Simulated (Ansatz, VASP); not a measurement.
# Two plane-wave programs on Rb2Nb

```
Rb Nb
1.0
     6.69910    0.00000    0.00000
    -3.34955    5.80159    0.00000
     0.00000    0.00000    3.05127
Rb Nb
2 1
Direct
  0.33333 0.66667 0.50000
  0.66667 0.33333 0.50000
  0.00000 0.00000 0.00000
```

Alike in both runs: functional PBE; k mesh 6 × 6 × 4; occupations gaussian, width 0.1 eV; no spin polarisation.

Ansatz relaxed the structure, and its values are those at the end. VASP's run is a single point on that final structure, the one shown.

```csv
,VASP,Ansatz
version,VASP 6.6.1,Ansatz 0.2.0
potentials or method,"VASP PAW PBE potentials, release 64 (Rb_sv, Nb_sv), cutoff 520 eV","scalar-relativistic, plane waves, PAW"
valence electrons in the cell,31,31
```

|  | VASP | Ansatz | Ansatz less VASP |
| --- | --- | --- | --- |
| gap on the k mesh at the Fermi level (eV) | none | none | - |
| pressure (GPa) | 0.1 | 0.1 | -0.01 |

A gap of «none» marks a metal or a gap that the smearing closes.

The k mesh is coarse, so the values compare programs but aren't converged.
